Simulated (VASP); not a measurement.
# C (Fd-3m) in VASP: notebook

The runs below take C through single point, with PBE.

Everything below comes from runs of VASP 6.6.1. Logs are shortened: lines on timing, memory, paths and dates and some standing lists are left out, and cuts for length are marked.

### 1 The cell of the first run

It takes space group Fd-3m (No. 227, cubic). Conventional cell: a = 3.567 Å, b = 3.567 Å, c = 3.567 Å, α = 90.00°, β = 90.00°, γ = 90.00°. C (site symmetry -43m) has 4 C at 1.54 Å within 2.1 Å.

### 2 Single point, PBE

The input, INCAR:

```
PREC = Accurate
ENCUT = 600
EDIFF = 1E-6
ISMEAR = -1
SIGMA = 0.1
LREAL = False
LASPH = True
NELM = 120
ALGO = Normal
ISIF = 2
LWAVE = False
LCHARG = False
GGA = PE
NBANDS = 11
GGA_COMPAT = False
```

The input, KPOINTS:

```
Automatic mesh
0
Gamma
  14 14 14
```

The input, POSCAR:

```
C
1.0
    0.0000000000      1.7834000000      1.7834000000
    1.7834000000      0.0000000000      1.7834000000
    1.7834000000      1.7834000000      0.0000000000
C
2
Direct
    0.5000000000      0.5000000000      0.5000000000
    0.7500000000      0.7500000000      0.7500000000
```

Potentials or basis: VASP PAW PBE potentials, release 64 (C).

On the command line:

```console
$ cat potpaw_PBE.64/C/POTCAR > POTCAR
$ mpirun -np 1 vasp_std > vasp.out
```

OUTCAR:

```text
PREC = Accurate
   ENCUT = 600
   EDIFF = 1E-6
   ISMEAR = -1
   LREAL = False
   LASPH = True
   NELM = 120
   ISIF = 2
   GGA = PE

 ion  position               nearest neighbor table
   1  0.500  0.500  0.500-   2 1.54   2 1.54   2 1.54   2 1.54
   2  0.750  0.750  0.750-   1 1.54   1 1.54   1 1.54   1 1.54

  LATTYP: Found a face centered cubic cell.
 ALAT       =     3.5668000000

  Lattice vectors:

 A1 = (   0.0000000000,   1.7834000000,   1.7834000000)
 A2 = (   1.7834000000,   0.0000000000,   1.7834000000)
 A3 = (   1.7834000000,   1.7834000000,   0.0000000000)

Analysis of symmetry for initial positions (statically):
=====================================================================
 Subroutine PRICEL returns:
 Original cell was already a primitive cell.

 Routine SETGRP: Setting up the symmetry group for a
 face centered cubic supercell.

 Subroutine GETGRP returns: Found 48 space group operations
 (whereof 24 operations were pure point group operations)
 out of a pool of 48 trial point group operations.

The static configuration has the point symmetry T_d .
 The point group associated with its full space group is O_h .

Analysis of symmetry for dynamics (positions and initial velocities):
=====================================================================
 Subroutine PRICEL returns:
 Original cell was already a primitive cell.

 Routine SETGRP: Setting up the symmetry group for a
 face centered cubic supercell.

 Subroutine GETGRP returns: Found 48 space group operations
 (whereof 24 operations were pure point group operations)
 out of a pool of 48 trial point group operations.

The dynamic configuration has the point symmetry T_d .
 The point group associated with its full space group is O_h .

 Subroutine INISYM returns: Found 48 space group operations
 (whereof 24 operations are pure point group operations),
 and found     1 'primitive' translations

----------------------------------------------------------------------------------------

                                     Primitive cell

  volume of cell :      11.3443

  direct lattice vectors                    reciprocal lattice vectors
     0.000000000  1.783400000  1.783400000    -0.280363351  0.280363351  0.280363351
     1.783400000  0.000000000  1.783400000     0.280363351 -0.280363351  0.280363351
     1.783400000  1.783400000  0.000000000     0.280363351  0.280363351 -0.280363351

  length of vectors
     2.522108467  2.522108467  2.522108467     0.485603568  0.485603568  0.485603568

  position of ions in fractional coordinates (direct lattice)
     0.500000000  0.500000000  0.500000000
     0.750000000  0.750000000  0.750000000

  ion indices of the primitive-cell ions
   primitive index   ion index
                 1           1
                 2           2

----------------------------------------------------------------------------------------

 KPOINTS: Automatic mesh

Automatic generation of k-mesh.
 Grid dimensions read from file:
 generate k-points for:   14   14   14

 Generating k-lattice:

  Cartesian coordinates                     Fractional coordinates (reciprocal lattice)
    -0.020025954  0.020025954  0.020025954     0.071428571  0.000000000  0.000000000
     0.020025954 -0.020025954  0.020025954     0.000000000  0.071428571  0.000000000
     0.020025954  0.020025954 -0.020025954     0.000000000  0.000000000  0.071428571

  Length of vectors
     0.034685969  0.034685969  0.034685969

  Shift w.r.t. Gamma in fractional coordinates (k-lattice)
     0.000000000  0.000000000  0.000000000

 Subroutine IBZKPT returns following result:
 ===========================================

 Found    104 irreducible k-points:

 Following reciprocal coordinates:
            Coordinates               Weight
  0.000000  0.000000  0.000000      1.000000
  0.071429  0.000000  0.000000      8.000000
  0.142857  0.000000  0.000000      8.000000
  0.214286  0.000000  0.000000      8.000000
  0.285714  0.000000  0.000000      8.000000
  0.357143  0.000000  0.000000      8.000000
[... 16 lines left out ...]
  0.214286  0.142857  0.000000     24.000000
  0.285714  0.142857  0.000000     24.000000
 [... further k-points ...]
   k-points           NKPTS =    104   k-points in BZ     NKDIM =    104   number of bands    NBANDS=     11
   number of dos      NEDOS =    301   number of ions     NIONS =      2
   total plane-waves  NPLWV =   8000
   dimension x,y,z NGX =    20 NGY =   20 NGZ =   20
   dimension x,y,z NGXF=    40 NGYF=   40 NGZF=   40
   ions per type =               2
   NGX,Y,Z   is equivalent  to a cutoff of  13.18, 13.18, 13.18 a.u.
   NGXF,Y,Z  is equivalent  to a cutoff of  26.37, 26.37, 26.37 a.u.
 SYSTEM =  unknown system
   PREC   = accura    normal or accurate (medium, high low for compatibility)
   ISTART =      0    job   : 0-new  1-cont  2-samecut
   ICHARG =      2    charge: 1-file 2-atom 10-const
   ISPIN  =      1    spin polarized calculation?
   LNONCOLLINEAR =      F non collinear calculations
   LSORBIT =      F    spin-orbit coupling
   LASPH  =      T    aspherical Exc in radial PAW
   ENCUT  =  600.0 eV  44.10 Ry    6.64 a.u.   5.04  5.04  5.04*2*pi/ulx,y,z
   NELM   =    120;   NELMIN=  2; NELMDL= -5     # of ELM steps
   EDIFF  = 0.1E-05   stopping-criterion for ELM
   LREAL  =      F    real-space projection
   EDIFFG = 0.1E-04   stopping-criterion for IOM
   NSW    =      0    number of steps for IOM
   IBRION =     -1    ionic relax: 0-MD 1-quasi-New 2-CG
   NFREE  =      0    steps in history (QN), initial steepest desc. (CG)
   ISIF   =      2    stress and relaxation
   ISYM   =      2    0-nonsym 1-usesym 2-fastsym
   POTIM  = 0.5000    time-step for ionic-motion
   TEBEG  =    0.0;   TEEND  =   0.0 temperature during run
   PSTRESS=    0.0 pullay stress
   NELECT =       8.0000    total number of electrons
   NUPDOWN=      -1.0000    fix difference up-down
   EMIN   =  10.00;   EMAX   =-10.00  energy-range for DOS
   EFERMI =   0.00;   METHOD = LEGACY
   ISMEAR =    -1;   SIGMA  =   0.10  broadening in eV -4-tet -1-fermi 0-gaus
   EFERMI_NEDOS =   21; number of points for ismear=-14 and -15
   IALGO  =     38    algorithm
   IMIX   =      4    mixing-type and parameters
     AMIX     =   0.40;   BMIX     =  1.00
     AMIX_MAG =   1.60;   BMIX_MAG =  1.00
  volume/ion in A,a.u.               =       5.67        38.28
  Fermi-wavevector in a.u.,A,eV,Ry     =   1.457178  2.753668 28.890189  2.123369
  Thomas-Fermi vector in A             =   2.574010
   LORBIT       =      0    0 simple, 1 ext, 2 COOP (PROOUT), +10 PAW based schemes
   GGA     = PE    functional components
   LHFCALC =     F    Hartree Fock is set to
   AEXX    =    0.0000 exact exchange contribution
   IVDW    =     0    specifies the selected vdW correction
   LEPSILON=     F    determine dielectric tensor
   LRPA    =     F    only Hartree local field effects (RPA)
 non-spin polarized calculation
  energy-cutoff  :      600.00
  volume of cell :       11.34
 maximum number of plane-waves:       388
   NGX =  9   NGY =  9   NGZ =  9

 number of electron       7.9999999 magnetization

 Free energy of the ion-electron system (eV)
  ---------------------------------------------------
  ext. energy  EPLUGINS =         0.00000000
  ---------------------------------------------------
  free energy    TOTEN  =       -18.19007817 eV

  energy without entropy =      -18.19007817  energy(sigma->0) =      -18.19007817

 E-fermi :  11.5134     XC(G=0): -13.2505

 val. band max:        9.7277726183   @ k =   0.0000   0.0000   0.0000
 cond. band min:      13.8574117948   @ k =   0.3571   0.3571   0.0000
 fundamental gap:      4.1296391765
 Fermi energy:        11.5134265351

 k-point     1 :       0.0000    0.0000    0.0000
  band No.  band energies     occupation
      1     -11.7480      2.00000
      2       9.7278      2.00000
      3       9.7278      2.00000
      4       9.7278      2.00000
      5      15.3179      0.00000
      6      15.3179      0.00000
      7      15.3179      0.00000
      8      23.0579      0.00000
      9      29.0221      0.00000
     10      36.2634      0.00000
     11      36.2634      0.00000

 k-point     2 :       0.0714    0.0000    0.0000
  band No.  band energies     occupation
      1     -11.6068      2.00000
      2       8.7942      2.00000
      3       9.4847      2.00000
      4       9.4847      2.00000
      5      15.6359      0.00000
      6      15.6359      0.00000
      7      15.8740      0.00000
      8      23.1790      0.00000
      9      29.2621      0.00000
     10      34.4465      0.00000
     11      34.4465      0.00000

 k-point     3 :       0.1429    0.0000    0.0000
  band No.  band energies     occupation
      1     -11.1841      2.00000
      2       6.7508      2.00000
      3       8.9190      2.00000
      4       8.9190      2.00000
      5      16.3815      0.00000
      6      16.3815      0.00000
      7      16.8354      0.00000
      8      23.5339      0.00000
      9      29.8216      0.00000
     10      32.8883      0.00000
     11      32.8883      0.00000
[... 267 lines left out ...]
 k-point    23 :       0.2143    0.1429    0.0000
  band No.  band energies     occupation
      1     -10.4830      2.00000
      2       5.9180      2.00000
      3       6.9527      2.00000
      4       7.6966      2.00000
      5      14.9706      0.00000
      6      19.0098      0.00000
      7      19.0434      0.00000
      8      22.3624      0.00000
      9      29.6347      0.00000
     10      30.7845      0.00000
     11      36.4903      0.00000

 k-point    24 :       0.2857    0.1429    0.0000
  band No.  band energies     occupation
      1      -9.6969      2.00000
      2       3.7087      2.00000
      3       6.4103      2.00000
      4       7.1322      2.00000
      5      15.6436      0.00000
      6      19.6986      0.00000
      7      19.7985      0.00000
      8      22.1168      0.00000
      9      30.1038      0.00000
     10      31.1593      0.00000
     11      36.0005      0.00000

 [... further k-points ...]

------------------------ aborting loop because EDIFF is reached ----------------------------------------

  FORCE on cell =-STRESS in cart. coord.  units (eV):
  Direction    XX          YY          ZZ          XY          YZ          ZX
  --------------------------------------------------------------------------------------
  -------------------------------------------------------------------------------------
  Total        0.1242689      0.1242689      0.1242689      0.0000000     -0.0000000     -0.0000000
  in kB       17.5507876     17.5507876     17.5507876      0.0000000     -0.0000000     -0.0000000
  external PRESSURE =      17.5507876 kB  Pullay stress =       0.0000000 kB

 VOLUME and BASIS-vectors are now :
 -----------------------------------------------------------------------------
  energy-cutoff  :      600.00
  volume of cell :       11.34
      direct lattice vectors                 reciprocal lattice vectors
     0.000000000  1.783400000  1.783400000    -0.280363351  0.280363351  0.280363351
     1.783400000  0.000000000  1.783400000     0.280363351 -0.280363351  0.280363351
     1.783400000  1.783400000  0.000000000     0.280363351  0.280363351 -0.280363351

 POSITION                                       TOTAL-FORCE (eV/Angst)
 -----------------------------------------------------------------------------------
      1.78340      1.78340      1.78340         0.000000      0.000000      0.000000
      2.67510      2.67510      2.67510        -0.000000     -0.000000     -0.000000
 -----------------------------------------------------------------------------------
    total drift:                                0.000000     -0.000000      0.000000

  FREE ENERGIE OF THE ION-ELECTRON SYSTEM (eV)
  ---------------------------------------------------
  free  energy   TOTEN  =       -18.1900781696 eV

  energy  without entropy=      -18.1900781695  energy(sigma->0) =      -18.19007817
```

Wall time 7.3 s (1 thread of AMD EPYC 9R45 (Zen 5), shared host); peak memory 0.09 GiB.

What came out:

* Free energy: -18.1901 eV
* Pressure: 1.8 GPa
* Band gap on the k mesh: 4.13 eV, indirect (least direct gap 5.59 eV)

Levels at points of the mesh, in eV from the valence-band top:
```csv
k point,band 1,band 2,band 3,band 4,band 5,band 6,band 7,band 8
"(0.00, 0.00, 0.00)",-21.48,0.00,0.00,0.00,5.59,5.59,5.59,13.33
"(0.50, 0.00, 0.00)",-15.70,-13.37,-2.80,-2.80,8.46,8.46,8.85,15.70
"(0.50, 0.50, 0.00)",-12.76,-12.76,-6.30,-6.30,4.76,4.76,16.80,16.80
```

A k mesh can miss the band edges. A hybrid or GW would open this gap; PBE tends to underestimate it.

### 3 Single point, PBE

The input, INCAR:

```
PREC = Accurate ; ENCUT = 600
EDIFF = 1E-6 ; ISMEAR = 0
SIGMA = 0.01 ; LREAL = F
LASPH = T ; NELM = 120
ALGO = Normal ; ISIF = 2
LWAVE = F ; LCHARG = F
GGA = PE ; NBANDS = 11
GGA_COMPAT = F
```

The input, KPOINTS:

```
regular mesh
0
Gamma
  14 14 14
```

POSCAR is that of step 2.

Potentials or basis: VASP PAW PBE potentials, release 64 (C).

On the command line:

```console
$ cat potpaw_PBE.64/C/POTCAR > POTCAR
$ mpirun -np 1 vasp_std > vasp.out
```

Run time: 7.2 s. Hardware: 1 thread of AMD EPYC 9R45 (Zen 5), shared host; peak memory 0.09 GiB.

The run converged. Its results:

```yaml
Free_energy: -18.1901 eV
Pressure: 1.8 GPa
Band_gap_on_the_k_mesh: 4.13 eV, indirect (least direct gap 5.59 eV)
```

Levels at points of the mesh, in eV from the valence-band top:
| k point | band 2 | band 3 | band 4 | band 5 | band 6 | band 7 |
| --- | --- | --- | --- | --- | --- | --- |
| (0.00, 0.00, 0.00) | 0.00 | 0.00 | 0.00 | 5.59 | 5.59 | 5.59 |
| (0.50, 0.00, 0.00) | -13.37 | -2.80 | -2.80 | 8.46 | 8.46 | 8.85 |
| (0.50, 0.50, 0.00) | -12.76 | -6.30 | -6.30 | 4.76 | 4.76 | 16.80 |
